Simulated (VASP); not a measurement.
# SrY2 (Pn-3m) in VASP: notebook

Runs on SrY2. Level: r2SCAN. Tasks: single point.

All numbers are computed with VASP 6.6.1; they aren't measurements. Logs are shortened: lines on timing, memory, paths and dates and some standing lists are left out, and cuts for length are marked.

### Step 1. The cell of the first run

The structure is cubic, space group Pn-3m (No. 224). Conventional cell: a = 5.792 Å, b = 5.792 Å, c = 5.792 Å, α = 90.00°, β = 90.00°, γ = 90.00°. Sr (site symmetry -43m) has 4 Y at 2.51 Å within 3.3 Å. Within 3.3 Å of Y (site symmetry -3m) lie 2 Sr at 2.51 Å.

### Step 2. Single point, r2SCAN

Contents of POSCAR:

```
SrY2
1.0
    5.7922291710      0.0000000000      0.0000000000
    0.0000000000      5.7922291710      0.0000000000
    0.0000000000      0.0000000000      5.7922291710
Sr Y
2 4
Direct
    0.0000000000      0.0000000000      0.0000000000
    0.5000000000      0.5000000000      0.5000000000
    0.2500000000      0.2500000000      0.2500000000
    0.2500000000      0.7500000000      0.7500000000
    0.7500000000      0.7500000000      0.2500000000
    0.7500000000      0.2500000000      0.7500000000
```

Contents of INCAR.step1:

```
SYSTEM = SrY2
PREC = Accurate
ENCUT = 520
ISMEAR = 0
SIGMA = 0.1
LREAL = .False.
LASPH = .True.
NELM = 100
NBANDS = 41
GGA = PE
ALGO = Normal
EDIFF = 1E-4
LWAVE = .True.
LCHARG = .False.
```

Contents of INCAR.step2:

```
SYSTEM = SrY2
PREC = Accurate
ENCUT = 520
EDIFF = 1E-6
ISMEAR = 0
SIGMA = 0.1
LREAL = .False.
LASPH = .True.
NELM = 100
ALGO = Normal
ISIF = 2
LWAVE = .False.
LCHARG = .False.
METAGGA = R2SCAN
LMIXTAU = .True.
NBANDS = 41
ISTART = 1
```

Contents of KPOINTS:

```
Automatic mesh
0
Gamma
  4 4 4
  0 0 0
```

Potentials or basis: VASP PAW PBE potentials, release 64 (Sr_sv, Y_sv).

Started as:

```console
$ cat potpaw_PBE.64/Sr_sv/POTCAR potpaw_PBE.64/Y_sv/POTCAR > POTCAR
$ cp INCAR.step1 INCAR
$ mpirun -np 1 vasp_std > vasp.out
$ cp INCAR.step2 INCAR
$ mpirun -np 1 vasp_std > vasp.out
```

OUTCAR:

```text
SYSTEM = SrY2
   PREC = Accurate
   ENCUT = 520
   EDIFF = 1E-6
   ISMEAR = 0
   LREAL = .False.
   LASPH = .True.
   NELM = 100
   ISIF = 2
   METAGGA = R2SCAN
   ISTART = 1

 ion  position               nearest neighbor table
   1  0.000  0.000  0.000-   3 2.51   4 2.51   5 2.51   6 2.51   2 5.02   2 5.02   2 5.02   2 5.02
                             2 5.02   2 5.02   2 5.02   2 5.02
   2  0.500  0.500  0.500-   3 2.51   4 2.51   5 2.51   6 2.51   1 5.02   1 5.02   1 5.02   1 5.02
                             1 5.02   1 5.02   1 5.02   1 5.02
   3  0.250  0.250  0.250-   1 2.51   2 2.51   4 4.10   5 4.10   6 4.10   4 4.10   6 4.10   4 4.10
                             5 4.10   4 4.10   5 4.10   6 4.10   6 4.10   5 4.10
   4  0.250  0.750  0.750-   1 2.51   2 2.51   3 4.10   5 4.10   6 4.10   3 4.10   5 4.10   3 4.10
                             6 4.10   3 4.10   5 4.10   6 4.10   5 4.10   6 4.10
   5  0.750  0.750  0.250-   1 2.51   2 2.51   3 4.10   4 4.10   6 4.10   4 4.10   6 4.10   3 4.10
                             6 4.10   6 4.10   3 4.10   4 4.10   4 4.10   3 4.10
   6  0.750  0.250  0.750-   1 2.51   2 2.51   3 4.10   4 4.10   5 4.10   3 4.10   5 4.10   4 4.10
                             5 4.10   5 4.10   3 4.10   4 4.10   3 4.10   4 4.10

  LATTYP: Found a simple cubic cell.
 ALAT       =     5.7922291710

  Lattice vectors:

 A1 = (   5.7922291710,   0.0000000000,   0.0000000000)
 A2 = (   0.0000000000,   5.7922291710,   0.0000000000)
 A3 = (   0.0000000000,   0.0000000000,   5.7922291710)

Analysis of symmetry for initial positions (statically):
=====================================================================
 Subroutine PRICEL returns:
 Original cell was already a primitive cell.

 Routine SETGRP: Setting up the symmetry group for a
 simple cubic supercell.

 Subroutine GETGRP returns: Found 48 space group operations
 (whereof 24 operations were pure point group operations)
 out of a pool of 48 trial point group operations.

The static configuration has the point symmetry T_d .
 The point group associated with its full space group is O_h .

Analysis of symmetry for dynamics (positions and initial velocities):
=====================================================================
 Subroutine PRICEL returns:
 Original cell was already a primitive cell.

 Routine SETGRP: Setting up the symmetry group for a
 simple cubic supercell.

 Subroutine GETGRP returns: Found 48 space group operations
 (whereof 24 operations were pure point group operations)
 out of a pool of 48 trial point group operations.

The dynamic configuration has the point symmetry T_d .
 The point group associated with its full space group is O_h .

 Subroutine INISYM returns: Found 48 space group operations
 (whereof 24 operations are pure point group operations),
 and found     1 'primitive' translations

----------------------------------------------------------------------------------------

                                     Primitive cell

  volume of cell :     194.3288

  direct lattice vectors                    reciprocal lattice vectors
     5.792229171  0.000000000  0.000000000     0.172645103  0.000000000  0.000000000
     0.000000000  5.792229171  0.000000000     0.000000000  0.172645103  0.000000000
     0.000000000  0.000000000  5.792229171     0.000000000  0.000000000  0.172645103

  length of vectors
     5.792229171  5.792229171  5.792229171     0.172645103  0.172645103  0.172645103

  position of ions in fractional coordinates (direct lattice)
     0.000000000  0.000000000  0.000000000
     0.500000000  0.500000000  0.500000000
     0.250000000  0.250000000  0.250000000
     0.250000000  0.750000000  0.750000000
     0.750000000  0.750000000  0.250000000
     0.750000000  0.250000000  0.750000000

  ion indices of the primitive-cell ions
   primitive index   ion index
                 1           1
                 2           2
                 3           3
                 4           4
                 5           5
                 6           6

----------------------------------------------------------------------------------------

 KPOINTS: Automatic mesh

Automatic generation of k-mesh.
 Grid dimensions read from file:
 generate k-points for:    4    4    4

 Generating k-lattice:

  Cartesian coordinates                     Fractional coordinates (reciprocal lattice)
     0.043161276  0.000000000  0.000000000     0.250000000  0.000000000  0.000000000
     0.000000000  0.043161276  0.000000000     0.000000000  0.250000000  0.000000000
     0.000000000  0.000000000  0.043161276     0.000000000  0.000000000  0.250000000

  Length of vectors
     0.043161276  0.043161276  0.043161276

  Shift w.r.t. Gamma in fractional coordinates (k-lattice)
     0.000000000  0.000000000  0.000000000

 Subroutine IBZKPT returns following result:
 ===========================================

 Found     10 irreducible k-points:

 Following reciprocal coordinates:
            Coordinates               Weight
  0.000000  0.000000  0.000000      1.000000
  0.250000  0.000000  0.000000      6.000000
  0.500000  0.000000  0.000000      3.000000
  0.250000  0.250000  0.000000     12.000000
  0.500000  0.250000  0.000000     12.000000
  0.500000  0.500000  0.000000      3.000000
  0.250000  0.250000  0.250000      8.000000
  0.500000  0.250000  0.250000     12.000000
  0.500000  0.500000  0.250000      6.000000
  0.500000  0.500000  0.500000      1.000000
   k-points           NKPTS =     10   k-points in BZ     NKDIM =     10   number of bands    NBANDS=     41
   number of dos      NEDOS =    301   number of ions     NIONS =      6
   total plane-waves  NPLWV = 110592
   dimension x,y,z NGX =    48 NGY =   48 NGZ =   48
   dimension x,y,z NGXF=    96 NGYF=   96 NGZF=   96
   ions per type =               2   4
   NGX,Y,Z   is equivalent  to a cutoff of  13.78, 13.78, 13.78 a.u.
   NGXF,Y,Z  is equivalent  to a cutoff of  27.55, 27.55, 27.55 a.u.
 SYSTEM =  SrY2
   PREC   = accura    normal or accurate (medium, high low for compatibility)
   ISTART =      1    job   : 0-new  1-cont  2-samecut
   ICHARG =      0    charge: 1-file 2-atom 10-const
   ISPIN  =      1    spin polarized calculation?
   LNONCOLLINEAR =      F non collinear calculations
   LSORBIT =      F    spin-orbit coupling
   LASPH  =      T    aspherical Exc in radial PAW
   ENCUT  =  520.0 eV  38.22 Ry    6.18 a.u.  10.77 10.77 10.77*2*pi/ulx,y,z
   NELM   =    100;   NELMIN=  2; NELMDL=  0     # of ELM steps
   EDIFF  = 0.1E-05   stopping-criterion for ELM
   LREAL  =      F    real-space projection
   EDIFFG = 0.1E-04   stopping-criterion for IOM
   NSW    =      0    number of steps for IOM
   IBRION =     -1    ionic relax: 0-MD 1-quasi-New 2-CG
   NFREE  =      0    steps in history (QN), initial steepest desc. (CG)
   ISIF   =      2    stress and relaxation
   ISYM   =      2    0-nonsym 1-usesym 2-fastsym
   POTIM  = 0.5000    time-step for ionic-motion
   TEBEG  =    0.0;   TEEND  =   0.0 temperature during run
   PSTRESS=    0.0 pullay stress
   NELECT =      64.0000    total number of electrons
   NUPDOWN=      -1.0000    fix difference up-down
   EMIN   =  10.00;   EMAX   =-10.00  energy-range for DOS
   EFERMI =   0.00;   METHOD = LEGACY
   ISMEAR =     0;   SIGMA  =   0.10  broadening in eV -4-tet -1-fermi 0-gaus
   EFERMI_NEDOS =   21; number of points for ismear=-14 and -15
   IALGO  =     38    algorithm
   IMIX   =      4    mixing-type and parameters
     AMIX     =   0.40;   BMIX     =  1.00
     AMIX_MAG =   1.60;   BMIX_MAG =  1.00
  volume/ion in A,a.u.               =      32.39       218.57
  Fermi-wavevector in a.u.,A,eV,Ry     =   1.130548  2.136426 17.390140  1.278139
  Thomas-Fermi vector in A             =   2.267245
   LORBIT       =      0    0 simple, 1 ext, 2 COOP (PROOUT), +10 PAW based schemes
   METAGGA = R2SCAN    functional components
   LHFCALC =     F    Hartree Fock is set to
   AEXX    =    0.0000 exact exchange contribution
   IVDW    =     0    specifies the selected vdW correction
   LEPSILON=     F    determine dielectric tensor
   LRPA    =     F    only Hartree local field effects (RPA)
 non-spin polarized calculation
 Gauss-broadening in eV      SIGMA  =   0.10
  energy-cutoff  :      520.00
  volume of cell :      194.33
 maximum number of plane-waves:      5248
 NGX is ok and might be reduce to    48
   NGX = 21   NGY = 21   NGZ = 21

 number of electron      64.0000004 magnetization

 Free energy of the ion-electron system (eV)
  ---------------------------------------------------
  ext. energy  EPLUGINS =         0.00000000
  ---------------------------------------------------
  free energy    TOTEN  =       -99.22977701 eV

  energy without entropy =      -99.20134797  energy(sigma->0) =      -99.21556249

 E-fermi :   2.6989     XC(G=0):  -9.8246

 val. band max:        2.6338666970   @ k =   0.5000   0.5000   0.0000
 cond. band min:       2.7008248843   @ k =   0.5000   0.5000   0.2500
 fundamental gap:      0.0669581873
 Fermi energy:         2.6989353590

 k-point     1 :       0.0000    0.0000    0.0000
  band No.  band energies     occupation
      1     -41.9336      2.00000
      2     -41.8699      2.00000
      3     -41.8699      2.00000
      4     -41.8699      2.00000
      5     -34.5893      2.00000
      6     -34.3645      2.00000
[... 33 lines left out ...]
     40       5.6729      0.00000
     41       5.6733      0.00000

 k-point     2 :       0.2500    0.0000    0.0000
  band No.  band energies     occupation
      1     -41.9244      2.00000
      2     -41.8793      2.00000
      3     -41.8699      2.00000
      4     -41.8699      2.00000
      5     -34.5570      2.00000
      6     -34.3980      2.00000
[... 341 lines left out ...]
     40       5.0509      0.00000
     41       5.1312      0.00000

 k-point    10 :       0.5000    0.5000    0.5000
  band No.  band energies     occupation
      1     -41.9223      2.00000
      2     -41.8736      2.00000
      3     -41.8736      2.00000
      4     -41.8736      2.00000
      5     -34.5906      2.00000
      6     -34.3638      2.00000
[... 33 lines left out ...]
     40       4.4812      0.00000
     41       5.6884      0.00000

------------------------ aborting loop because EDIFF is reached ----------------------------------------

  FORCE on cell =-STRESS in cart. coord.  units (eV):
  Direction    XX          YY          ZZ          XY          YZ          ZX
  --------------------------------------------------------------------------------------
  -------------------------------------------------------------------------------------
  Total        7.2485840      7.2485840      7.2485840      0.0000000      0.0000000     -0.0000000
  in kB       59.7621958     59.7621958     59.7621958      0.0000000      0.0000000     -0.0000000
  external PRESSURE =      59.7621958 kB  Pullay stress =       0.0000000 kB

 VOLUME and BASIS-vectors are now :
 -----------------------------------------------------------------------------
  energy-cutoff  :      520.00
  volume of cell :      194.33
      direct lattice vectors                 reciprocal lattice vectors
     5.792229171  0.000000000  0.000000000     0.172645103  0.000000000  0.000000000
     0.000000000  5.792229171  0.000000000     0.000000000  0.172645103  0.000000000
     0.000000000  0.000000000  5.792229171     0.000000000  0.000000000  0.172645103

 POSITION                                       TOTAL-FORCE (eV/Angst)
 -----------------------------------------------------------------------------------
      0.00000      0.00000      0.00000        -0.000000      0.000000      0.000000
      2.89611      2.89611      2.89611        -0.000000     -0.000000      0.000000
      1.44806      1.44806      1.44806        -0.000000     -0.000000      0.000000
      1.44806      4.34417      4.34417        -0.000000     -0.000000      0.000000
      4.34417      4.34417      1.44806        -0.000000      0.000000      0.000000
      4.34417      1.44806      4.34417         0.000000      0.000000     -0.000000
 -----------------------------------------------------------------------------------
    total drift:                               -0.000000     -0.000000      0.000000

  FREE ENERGIE OF THE ION-ELECTRON SYSTEM (eV)
  ---------------------------------------------------
  free  energy   TOTEN  =       -99.2297770146 eV

  energy  without entropy=      -99.2013479722  energy(sigma->0) =      -99.21556249
```

Run time: 2.7 min. Hardware: 1 thread of Intel Xeon 6975P-C (Granite Rapids), shared host; peak memory 0.39 GiB.

What came out:

| Property | Result |
| --- | --- |
| Free energy | -99.2298 eV |
| Pressure | 6.0 GPa |
| Band gap on the k mesh | zero (bands 32 and 33 overlap by 0.04 eV) |

Levels at points of the mesh, in eV from the Fermi level:
```
           k point  band 29  band 30  band 31  band 32  band 33  band 34  band 35  band 36
(0.00, 0.00, 0.00)    -1.57    -1.57     0.04     0.04     2.13     2.13     2.23     2.23
(0.50, 0.00, 0.00)    -0.74    -0.74    -0.70    -0.70     0.97     0.97     1.02     1.02
(0.50, 0.50, 0.00)    -0.81    -0.81    -0.07    -0.07     0.41     0.41     0.61     0.61
(0.50, 0.50, 0.50)    -1.15    -0.11    -0.11    -0.11     0.37     0.37     0.37     1.17
```

Caveat: the cell stands under pressure; the PAW data sets were made with another functional, which shifts forces and pressure a little.

### Step 3. Single point, r2SCAN

This run uses another cell than the first one, of 37.36 Å³/atom.

Changes to POSCAR since step 2:

```diff
@@ -2,5 +2,5 @@
 1.0
-    5.7922291710      0.0000000000      0.0000000000
-    0.0000000000      5.7922291710      0.0000000000
-    0.0000000000      0.0000000000      5.7922291710
+    6.0746003431      0.0000000000      0.0000000000
+    0.0000000000      6.0746003431      0.0000000000
+    0.0000000000      0.0000000000      6.0746003431
 Sr Y
```

Contents of INCAR.step1:

```
PREC     = Accurate       # precision mode
ENCUT    = 520            # plane-wave cutoff, eV
ISMEAR   = 0              # smearing method
SIGMA    = 0.1            # smearing width, eV
LREAL    = False          # projectors in reciprocal space
LASPH    = True           # aspherical terms in the spheres
NELM     = 80             # most SCF steps
NBANDS   = 41             # bands
GGA      = PE             # functional
ALGO     = Normal         # electronic algorithm
EDIFF    = 1E-4           # SCF threshold, eV
LWAVE    = True           # write WAVECAR
LCHARG   = False          # write CHGCAR
```

Contents of INCAR.step2:

```
PREC     = Accurate       # precision mode
ENCUT    = 520            # plane-wave cutoff, eV
EDIFF    = 1E-7           # SCF threshold, eV
ISMEAR   = 0              # smearing method
SIGMA    = 0.1            # smearing width, eV
LREAL    = False          # projectors in reciprocal space
LASPH    = True           # aspherical terms in the spheres
NELM     = 80             # most SCF steps
ALGO     = Normal         # electronic algorithm
ISIF     = 2              # what is computed and relaxed
LWAVE    = False          # write WAVECAR
LCHARG   = False          # write CHGCAR
METAGGA  = R2SCAN         # meta-GGA
LMIXTAU  = True         
NBANDS   = 41             # bands
ISTART   = 1
```

Contents of KPOINTS:

```
Automatic mesh
0
Gamma
  4 4 4
```

Potentials or basis: VASP PAW PBE potentials, release 64 (Sr_sv, Y_sv).

Started as:

```console
$ cat potpaw_PBE.64/Sr_sv/POTCAR potpaw_PBE.64/Y_sv/POTCAR > POTCAR
$ cp INCAR.step1 INCAR
$ mpirun -np 1 vasp_std > vasp.out
$ cp INCAR.step2 INCAR
$ mpirun -np 1 vasp_std > vasp.out
```

It took 2.8 min on 1 thread of Intel Xeon 6975P-C (Granite Rapids), shared host; peak memory 0.4 GiB.

Results (log left out):

| Quantity | Value |
| --- | --- |
| Free energy | -99.7265 eV |
| Pressure | 0.2 GPa |
| Band gap on the k mesh | zero (bands 32 and 33 overlap by 0.06 eV) |

Levels at points of the mesh, in eV from the Fermi level:
| k point | band 29 | band 30 | band 31 | band 32 | band 33 | band 34 | band 35 | band 36 |
| --- | --- | --- | --- | --- | --- | --- | --- | --- |
| (0.00, 0.00, 0.00) | -1.25 | -1.25 | -0.03 | -0.03 | 1.59 | 1.95 | 1.95 | 1.95 |
| (0.50, 0.00, 0.00) | -0.59 | -0.59 | -0.54 | -0.54 | 0.90 | 0.90 | 1.00 | 1.00 |
| (0.50, 0.50, 0.00) | -0.69 | -0.69 | 0.03 | 0.03 | 0.39 | 0.39 | 0.55 | 0.55 |
| (0.50, 0.50, 0.50) | -0.91 | -0.17 | -0.17 | -0.17 | 0.32 | 0.32 | 0.32 | 0.42 |

Caveat: the PAW data sets were made with another functional, which shifts forces and pressure a little.

(Continued in part 2 of 2.)
